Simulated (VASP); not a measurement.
# CuI (F-43m) in VASP: a series of runs

Runs on CuI. Level: PBEsol. Tasks: relaxation of cell and atoms.

Everything below comes from runs of VASP 6.6.1. Logs are shortened: lines on timing, memory, paths and dates and some standing lists are left out, and cuts for length are marked.

### Step 1. The cell of the first run

The structure is cubic, space group F-43m (No. 216). The conventional cell has a = 5.939 Å, b = 5.939 Å, c = 5.939 Å, α = 90.00°, β = 90.00°, γ = 90.00°. Cu (site symmetry -43m) has 4 I at 2.57 Å within 3.4 Å. I (site symmetry -43m) has 4 Cu at 2.57 Å within 3.4 Å.

### Step 2. Relaxation of cell and atoms, PBEsol, target pressure 2 GPa, at which the enthalpy is minimised

File INCAR:

```
SYSTEM = CuI
PREC     = Accurate       ! precision mode
ENCUT    = 600            ! plane-wave cutoff, eV
EDIFF    = 1E-6           ! SCF threshold, eV
ISMEAR   = 0              ! smearing method
SIGMA    = 0.01           ! smearing width, eV
LREAL    = .False.        ! projectors in reciprocal space
LASPH    = .True.         ! aspherical terms in the spheres
NELM     = 100            ! most SCF steps
ALGO     = Normal         ! electronic algorithm
ISIF     = 3              ! what is computed and relaxed
LWAVE    = .False.        ! write WAVECAR
LCHARG   = .False.        ! write CHGCAR
GGA      = PS             ! functional
IBRION   = 2              ! ionic algorithm
NSW      = 100            ! ionic steps
EDIFFG   = -0.002         ! ionic threshold
PSTRESS  = 20.0
```

File KPOINTS:

```
regular mesh
0
Gamma
  6 6 6
  0 0 0
```

File POSCAR:

```
CuI
1.0
    2.9695406952      2.9695406952      0.0000000000
   -2.9695406952      2.9695406952      0.0000000000
    0.0000000000      2.9695406952      2.9695406952
Cu I
1 1
Direct
    0.7500000000      0.2500000000      0.5000000000
    0.0000000000      0.0000000000      0.0000000000
```

Potentials or basis: VASP PAW PBE potentials, release 64 (Cu, I).

Started as:

```sh
$ cat potpaw_PBE.64/Cu/POTCAR potpaw_PBE.64/I/POTCAR > POTCAR
$ mpirun -np 1 vasp_std > vasp.out
```

OUTCAR:

```text
SYSTEM = CuI
   PREC = Accurate
   ENCUT = 600
   EDIFF = 1E-6
   ISMEAR = 0
   LREAL = .False.
   LASPH = .True.
   NELM = 100
   ISIF = 3
   GGA = PS
   IBRION = 2
   NSW = 100
   EDIFFG = -0.002
   PSTRESS = 20.0

 ion  position               nearest neighbor table
   1  0.750  0.250  0.500-   2 2.57   2 2.57   2 2.57   2 2.57
   2  0.000  0.000  0.000-   1 2.57   1 2.57   1 2.57   1 2.57

  LATTYP: Found a face centered cubic cell.
 ALAT       =     5.9390813904

  Lattice vectors:

 A1 = (   0.0000000000,   2.9695406952,   2.9695406952)
 A2 = (   2.9695406952,   0.0000000000,   2.9695406952)
 A3 = (   2.9695406952,   2.9695406952,   0.0000000000)

Analysis of symmetry for initial positions (statically):
=====================================================================
 Subroutine PRICEL returns:
 Original cell was already a primitive cell.

 Routine SETGRP: Setting up the symmetry group for a
 face centered cubic supercell.

 Subroutine GETGRP returns: Found 24 space group operations
 (whereof 24 operations were pure point group operations)
 out of a pool of 48 trial point group operations.

The static configuration has the point symmetry T_d .

Analysis of symmetry for dynamics (positions and initial velocities):
=====================================================================
 Subroutine PRICEL returns:
 Original cell was already a primitive cell.

 Routine SETGRP: Setting up the symmetry group for a
 face centered cubic supercell.

 Subroutine GETGRP returns: Found 24 space group operations
 (whereof 24 operations were pure point group operations)
 out of a pool of 48 trial point group operations.

The dynamic configuration has the point symmetry T_d .

 Subroutine INISYM returns: Found 24 space group operations
 (whereof 24 operations are pure point group operations),
 and found     1 'primitive' translations

----------------------------------------------------------------------------------------

                                     Primitive cell

  volume of cell :      52.3718

  direct lattice vectors                    reciprocal lattice vectors
     2.969540695  2.969540695  0.000000000     0.168376207  0.168376207 -0.168376207
    -2.969540695  2.969540695  0.000000000    -0.168376207  0.168376207 -0.168376207
     0.000000000  2.969540695  2.969540695     0.000000000  0.000000000  0.336752415

  length of vectors
     4.199564725  4.199564725  4.199564725     0.291636146  0.291636146  0.336752415

  position of ions in fractional coordinates (direct lattice)
     0.750000000  0.250000000  0.500000000
     0.000000000  0.000000000  0.000000000

  ion indices of the primitive-cell ions
   primitive index   ion index
                 1           1
                 2           2

----------------------------------------------------------------------------------------

 KPOINTS: regular mesh

Automatic generation of k-mesh.
 Grid dimensions read from file:
 generate k-points for:    6    6    6

 Generating k-lattice:

  Cartesian coordinates                     Fractional coordinates (reciprocal lattice)
     0.028062701  0.028062701 -0.028062701     0.166666667  0.000000000  0.000000000
    -0.028062701  0.028062701 -0.028062701     0.000000000  0.166666667  0.000000000
     0.000000000  0.000000000  0.056125402     0.000000000  0.000000000  0.166666667

  Length of vectors
     0.048606024  0.048606024  0.056125402

  Shift w.r.t. Gamma in fractional coordinates (k-lattice)
     0.000000000  0.000000000  0.000000000

 Subroutine IBZKPT returns following result:
 ===========================================

 Found     16 irreducible k-points:

 Following reciprocal coordinates:
            Coordinates               Weight
  0.000000  0.000000  0.000000      1.000000
  0.166667  0.000000  0.000000      8.000000
  0.333333  0.000000  0.000000      8.000000
  0.500000  0.000000  0.000000      4.000000
  0.166667  0.166667  0.000000     12.000000
  0.333333  0.166667  0.000000     24.000000
[... 8 lines left out ...]
[... 38 lines left out ...]
  energy-cutoff  :      600.00
  volume of cell :       52.37
 maximum number of plane-waves:      1807
 NGX is ok and might be reduce to    36
   NGX = 17   NGY = 17   NGZ = 17

--------------------------------------- Ionic step        1  -------------------------------------------

 number of electron      17.9999992 magnetization

 Free energy of the ion-electron system (eV)
  ---------------------------------------------------
  ext. energy  EPLUGINS =         0.00000000
  ---------------------------------------------------
  free energy    TOTEN  =        -6.31769960 eV

  energy without entropy =       -6.31769960  energy(sigma->0) =       -6.31769960

 E-fermi :   5.0665     XC(G=0):  -9.4267

 val. band max:        4.9752186712   @ k =   0.0000   0.0000   0.0000
 cond. band min:       6.1713615781   @ k =   0.0000   0.0000   0.0000
 fundamental gap:      1.1961429069
 Fermi energy:         5.0664811097

 k-point     1 :       0.0000    0.0000    0.0000
  band No.  band energies     occupation
      1      -9.3935      2.00000
      2       1.0364      2.00000
      3       1.0364      2.00000
      4       1.0364      2.00000
      5       2.8299      2.00000
      6       2.8299      2.00000
      7       4.9752      2.00000
      8       4.9752      2.00000
      9       4.9752      2.00000
     10       6.1714      0.00000
     11       9.7332      0.00000
     12       9.7332      0.00000
     13       9.7332      0.00000

 k-point     2 :       0.1667    0.0000    0.0000
  band No.  band energies     occupation
      1      -9.2479      2.00000
      2       0.5193      2.00000
      3       1.0506      2.00000
      4       1.0506      2.00000
      5       2.8192      2.00000
      6       2.8192      2.00000
      7       3.9710      2.00000
      8       4.7483      2.00000
      9       4.7483      2.00000
     10       7.1222      0.00000
     11       9.8007      0.00000
[... 367 lines left out ...]
  FREE ENERGIE OF THE ION-ELECTRON SYSTEM (eV)
  ---------------------------------------------------
  free  energy   TOTEN  =        -6.3067215881 eV

  energy  without entropy=       -6.3067215881  energy(sigma->0) =       -6.30672159

  enthalpy is  TOTEN    =        -5.6743343732 eV   P V=        0.6323872149

--------------------------------------- Ionic step        5  -------------------------------------------

 number of electron      18.0000002 magnetization

 Free energy of the ion-electron system (eV)
  ---------------------------------------------------
  ext. energy  EPLUGINS =         0.00000000
  ---------------------------------------------------
  free energy    TOTEN  =        -6.30671301 eV

  energy without entropy =       -6.30671301  energy(sigma->0) =       -6.30671301

 E-fermi :   5.4723     XC(G=0):  -9.5832

 val. band max:        5.3670704561   @ k =   0.0000   0.0000   0.0000
 cond. band min:       6.6612859884   @ k =   0.0000   0.0000   0.0000
 fundamental gap:      1.2942155323
 Fermi energy:         5.4722728259

 k-point     1 :       0.0000    0.0000    0.0000
  band No.  band energies     occupation
      1      -9.1996      2.00000
      2       1.2574      2.00000
      3       1.2574      2.00000
      4       1.2574      2.00000
      5       3.0623      2.00000
      6       3.0623      2.00000
      7       5.3671      2.00000
      8       5.3671      2.00000
      9       5.3671      2.00000
     10       6.6613      0.00000
     11      10.0837      0.00000
     12      10.0837      0.00000
     13      10.0837      0.00000

 k-point     2 :       0.1667    0.0000    0.0000
  band No.  band energies     occupation
      1      -9.0427      2.00000
      2       0.7387      2.00000
      3       1.2743      2.00000
      4       1.2743      2.00000
      5       3.0507      2.00000
      6       3.0507      2.00000
      7       4.2955      2.00000
      8       5.1217      2.00000
      9       5.1217      2.00000
     10       7.6027      0.00000
     11      10.2098      0.00000
[... 246 lines left out ...]
 POSITION                                       TOTAL-FORCE (eV/Angst)
 -----------------------------------------------------------------------------------
      1.46841      4.40522      1.46841        -0.000000      0.000000      0.000000
      0.00000      2.93681      2.93681         0.000000     -0.000000     -0.000000
 -----------------------------------------------------------------------------------
    total drift:                                0.000001      0.000000     -0.000000

  FREE ENERGIE OF THE ION-ELECTRON SYSTEM (eV)
  ---------------------------------------------------
  free  energy   TOTEN  =        -6.3067130071 eV

  energy  without entropy=       -6.3067130071  energy(sigma->0) =       -6.30671301

  enthalpy is  TOTEN    =        -5.6743343534 eV   P V=        0.6323786537

 reached required accuracy - stopping structural energy minimisation
```

It took 71 s on 1 thread of Intel Xeon 8259CL, shared host; peak memory 0.21 GiB.

Results:

```yaml
Free_energy: -6.3067 eV
Relaxed_volume: 25.33 Å³/atom
Relaxed_cell: a = 4.153 Å, b = 4.153 Å, c = 4.153 Å, α = 60.00°, β = 60.00°, γ = 90.00°
Space_group_after_relaxing_to_0.1_Å: F-43m (No. 216)
Energy_change_on_relaxing_the_run_minimises_the_enthalpy: +5.5 meV/atom
Ionic_steps: 5
Pressure_after_relaxing: 2.0 GPa
Band_gap_on_the_k_mesh: 1.29 eV
```

Step by step:
| step | energy change (eV) | largest force (eV/Å) | pressure (GPa) | volume (Å³) |
| --- | --- | --- | --- | --- |
| 1 | 0.0000 | 0.0000 | 0.21 | 52.37 |
| 2 | 0.0176 | 0.0000 | 2.59 | 50.18 |
| 3 | 0.0114 | 0.0000 | 2.02 | 50.63 |
| 4 | 0.0110 | 0.0000 | 1.97 | 50.66 |
| 5 | 0.0110 | 0.0000 | 1.99 | 50.66 |

Final structure:
```
CELL_PARAMETERS angstrom
2.93681 2.93681 0.00000
-2.93681 2.93681 0.00000
0.00000 2.93681 2.93681
ATOMIC_POSITIONS crystal
Cu 0.75000 0.25000 0.50000
I 0.00000 0.00000 0.00000
```

Levels at points of the mesh, in eV from the valence-band top:
```
           k point  band 6  band 7  band 8  band 9  band 10  band 11  band 12  band 13
(0.00, 0.00, 0.00)   -2.30    0.00    0.00    0.00     1.29     4.72     4.72     4.72
(0.50, 0.00, 0.00)   -2.27   -2.22   -0.88   -0.88     2.15     5.28     5.28     7.36
(0.50, 0.50, 0.00)   -2.23   -2.20   -1.88   -1.88     2.40     2.77     9.77    10.21
```

Caveat: the cell is relaxed towards a set pressure, so the run minimises the enthalpy, not the energy; the PAW data sets were made with another functional, which shifts forces and pressure a little; spin-orbit coupling is left out, which moves the levels of the heavy elements.

### Step 3. Relaxation of cell and atoms, PBEsol, target pressure 4 GPa, at which the enthalpy is minimised

File INCAR:

```
ALGO = Normal
EDIFF = 1E-6
EDIFFG = -0.002
ENCUT = 600
GGA = PS
IBRION = 2
ISIF = 3
ISMEAR = 0
LASPH = T
LCHARG = F
LREAL = F
LWAVE = F
NELM = 60
NSW = 100
PREC = Accurate
PSTRESS = 40.0
SIGMA = 0.01
```

File KPOINTS:

```
k-points
0
Gamma
  6 6 6
```

POSCAR is that of step 2.

Potentials or basis: VASP PAW PBE potentials, release 64 (Cu, I).

Started as:

```sh
$ cat potpaw_PBE.64/Cu/POTCAR potpaw_PBE.64/I/POTCAR > POTCAR
$ mpirun -np 1 vasp_std > vasp.out
```

It took 81 s on 1 thread of Intel Xeon 8259CL, shared host; peak memory 0.21 GiB.

Results (log left out):

```
Free energy                                                : -6.2785 eV
Relaxed volume                                             : 24.55 Å³/atom
Relaxed cell                                               : a = 4.110 Å, b = 4.110 Å, c = 4.110 Å, α = 60.00°, β = 60.00°, γ = 90.00°
Space group after relaxing (to 0.1 Å)                      : F-43m (No. 216)
Energy change on relaxing (the run minimises the enthalpy) : +19.6 meV/atom
Ionic steps                                                : 6
Pressure after relaxing                                    : 4.0 GPa
Band gap on the k mesh                                     : 1.39 eV
```

Step by step:
| step | energy change (eV) | largest force (eV/Å) | pressure (GPa) | volume (Å³) |
| --- | --- | --- | --- | --- |
| 1 | 0.0000 | 0.0000 | 0.21 | 52.37 |
| 2 | 0.0787 | 0.0000 | 5.84 | 47.81 |
| 3 | 0.0408 | 0.0000 | 4.08 | 49.04 |
| 4 | 0.0392 | 0.0000 | 3.96 | 49.11 |
| 5 | 0.0392 | 0.0000 | 3.97 | 49.11 |
| 6 | 0.0392 | 0.0000 | 4.01 | 49.11 |

Final structure:
```cif
data_structure
_symmetry_space_group_name_H-M 'P 1'
_symmetry_Int_Tables_number 1
_cell_length_a 4.1104
_cell_length_b 4.1104
_cell_length_c 4.1104
_cell_angle_alpha 60.000
_cell_angle_beta 60.000
_cell_angle_gamma 90.000
_cell_volume 49.11
loop_
_atom_site_label
_atom_site_type_symbol
_atom_site_fract_x
_atom_site_fract_y
_atom_site_fract_z
_atom_site_occupancy
Cu1 Cu 0.75000 0.25000 0.50000 1
I1 I 0.00000 0.00000 0.00000 1
```

Levels at points of the mesh, in eV from the valence-band top:
```
           k point  band 6  band 7  band 8  band 9  band 10  band 11  band 12  band 13
(0.00, 0.00, 0.00)   -2.46    0.00    0.00    0.00     1.39     4.68     4.68     4.68
(0.50, 0.00, 0.00)   -2.43   -2.38   -0.94   -0.94     2.18     5.25     5.25     7.37
(0.50, 0.50, 0.00)   -2.38   -2.36   -2.01   -2.01     2.33     2.73    10.02    10.38
```

Caveat: the cell is relaxed towards a set pressure, so the run minimises the enthalpy, not the energy; the PAW data sets were made with another functional, which shifts forces and pressure a little; spin-orbit coupling is left out, which moves the levels of the heavy elements.

### Step 4. Relaxation of cell and atoms, PBEsol, target pressure 7 GPa, at which the enthalpy is minimised

File INCAR:

```
SYSTEM = CuI
ALGO = Normal ; EDIFF = 1E-6
EDIFFG = -0.002 ; ENCUT = 600
GGA = PS ; IBRION = 2
ISIF = 3 ; ISMEAR = 0
LASPH = .True. ; LCHARG = .False.
LREAL = .False. ; LWAVE = .False.
NELM = 60 ; NSW = 100
PREC = Accurate ; PSTRESS = 70.0
SIGMA = 0.01
```

File KPOINTS:

```
k-points
0
Gamma
  6 6 6
  0 0 0
```

POSCAR is that of step 3.

Started as:

```sh
$ cat potpaw_PBE.64/Cu/POTCAR potpaw_PBE.64/I/POTCAR > POTCAR
$ mpirun -np 1 vasp_std > vasp.out
```

It took 2.6 min on 1 thread of Intel Xeon 8259CL, shared host; peak memory 0.22 GiB.

The run converged. Its results:

- Free energy: -6.2162 eV
- Relaxed volume: 23.62 Å³/atom
- Relaxed cell: a = 4.058 Å, b = 4.058 Å, c = 4.058 Å, α = 60.00°, β = 60.00°, γ = 90.00°
- Space group after relaxing (to 0.1 Å): F-43m (No. 216)
- Energy change on relaxing (the run minimises the enthalpy): +50.8 meV/atom
- Ionic steps: 16
- Pressure after relaxing: 7.0 GPa
- Band gap on the k mesh: 1.52 eV

Step by step:
```tsv
step	energy change (eV)	largest force (eV/Å)	pressure (GPa)	volume (Å³)
1	0.0000	0.0000	0.21	52.37
2	0.2718	0.0000	12.72	44.40
3	0.1048	0.0000	7.06	47.16
4	0.1004	0.0000	6.81	47.26
5	0.1006	0.0000	6.81	47.26
6	0.1012	0.0000	6.81	47.25
7	0.1012	0.0000	6.88	47.25
8	0.1012	0.0000	6.87	47.25
9	0.1013	0.0000	6.89	47.24
10	0.1013	0.0000	6.95	47.24
11	0.1014	0.0000	7.06	47.24
12	0.1014	0.0000	6.78	47.24
13	0.1014	0.0000	6.93	47.24
14	0.1014	0.0000	6.87	47.24
15	0.1014	0.0000	6.89	47.24
16	0.1015	0.0000	6.99	47.24
```

Final structure:
```cif
data_structure
_symmetry_space_group_name_H-M 'P 1'
_symmetry_Int_Tables_number 1
_cell_length_a 4.0576
_cell_length_b 4.0576
_cell_length_c 4.0576
_cell_angle_alpha 60.000
_cell_angle_beta 60.000
_cell_angle_gamma 90.000
_cell_volume 47.24
loop_
_atom_site_label
_atom_site_type_symbol
_atom_site_fract_x
_atom_site_fract_y
_atom_site_fract_z
_atom_site_occupancy
Cu1 Cu 0.75000 0.25000 0.50000 1
I1 I 0.00000 0.00000 0.00000 1
```

Levels at points of the mesh, in eV from the valence-band top:
| k point | band 7 | band 8 | band 9 | band 10 | band 11 | band 12 |
| --- | --- | --- | --- | --- | --- | --- |
| (0.00, 0.00, 0.00) | 0.00 | 0.00 | 0.00 | 1.52 | 4.62 | 4.62 |
| (0.50, 0.00, 0.00) | -2.58 | -1.02 | -1.02 | 2.21 | 5.21 | 5.21 |
| (0.50, 0.50, 0.00) | -2.56 | -2.19 | -2.19 | 2.24 | 2.68 | 10.34 |

Caveat: the cell is relaxed towards a set pressure, so the run minimises the enthalpy, not the energy; the PAW data sets were made with another functional, which shifts forces and pressure a little; spin-orbit coupling is left out, which moves the levels of the heavy elements.

### Step 5. Relaxation of cell and atoms, PBEsol, target pressure 10 GPa, at which the enthalpy is minimised

File INCAR:

```
SYSTEM = CuI
ALGO = Normal
EDIFF = 1E-7
EDIFFG = -0.002
ENCUT = 600
GGA = PS
IBRION = 2
ISIF = 3
ISMEAR = 0
LASPH = .True.
LCHARG = .False.
LREAL = .False.
LWAVE = .False.
NELM = 100
NSW = 100
PREC = Accurate
PSTRESS = 100.0
SIGMA = 0.01
```

KPOINTS is that of step 4.

POSCAR is that of step 4.

Started as:

```sh
$ cat potpaw_PBE.64/Cu/POTCAR potpaw_PBE.64/I/POTCAR > POTCAR
$ mpirun -np 1 vasp_std > vasp.out
```

Run time: 2.3 min. Hardware: 1 thread of Intel Xeon 8259CL, shared host; peak memory 0.22 GiB.

Results (log left out):

```yaml
Free_energy: -6.1303 eV
Relaxed_volume: 22.80 Å³/atom
Relaxed_cell: a = 4.010 Å, b = 4.010 Å, c = 4.010 Å, α = 60.00°, β = 60.00°, γ = 90.00°
Space_group_after_relaxing_to_0.1_Å: F-43m (No. 216)
Energy_change_on_relaxing_the_run_minimises_the_enthalpy: +93.7 meV/atom
Ionic_steps: 6
Pressure_after_relaxing: 10.0 GPa
Band_gap_on_the_k_mesh: 1.64 eV
```

The path:
| step | energy change (eV) | largest force (eV/Å) | pressure (GPa) | volume (Å³) |
| --- | --- | --- | --- | --- |
| 1 | 0.0000 | 0.0000 | 0.17 | 52.37 |
| 2 | 0.6262 | 0.0000 | 22.60 | 41.12 |
| 3 | 0.1824 | 0.0000 | 9.86 | 45.68 |
| 4 | 0.1903 | 0.0000 | 10.10 | 45.55 |
| 5 | 0.1849 | 0.0000 | 9.92 | 45.64 |
| 6 | 0.1874 | 0.0000 | 10.00 | 45.60 |

Final structure:
```
Cu I
1.0
     2.83551    2.83551    0.00000
    -2.83551    2.83551    0.00000
     0.00000    2.83551    2.83551
Cu I
1 1
Direct
  0.75000 0.25000 0.50000
  0.00000 0.00000 0.00000
```

Levels at points of the mesh, in eV from the valence-band top:
```
           k point  band 6  band 7  band 8  band 9  band 10  band 11  band 12  band 13
(0.00, 0.00, 0.00)   -2.88    0.00    0.00    0.00     1.64     4.56     4.56     4.56
(0.50, 0.00, 0.00)   -2.84   -2.78   -1.09   -1.09     2.23     5.17     5.17     7.35
(0.50, 0.50, 0.00)   -2.77   -2.76   -2.36   -2.36     2.15     2.62    10.64    10.79
```

Caveat: the cell is relaxed towards a set pressure, so the run minimises the enthalpy, not the energy; the PAW data sets were made with another functional, which shifts forces and pressure a little; spin-orbit coupling is left out, which moves the levels of the heavy elements.

### Step 6. Summary

```tsv
cell	gap on the mesh (eV)	pressure (GPa)
relaxed to 2 GPa	1.29	2.0
relaxed to 4 GPa	1.39	4.0
relaxed to 7 GPa	1.52	7.0
relaxed to 10 GPa	1.64	10.0
```

Alike in all rows: task relaxation of cell and atoms; level PBEsol; potentials or basis VASP PAW PBE potentials, release 64 (Cu, I); no spin polarisation; k mesh 6 × 6 × 6; cutoff (eV) 600; smearing gaussian 0.01 eV.

Caveats: the cell is relaxed towards a set pressure, so the run minimises the enthalpy, not the energy; the PAW data sets were made with another functional, which shifts forces and pressure a little; spin-orbit coupling is left out, which moves the levels of the heavy elements.

Total energies depend on the potentials used, so only differences within one code and one set of settings carry meaning.
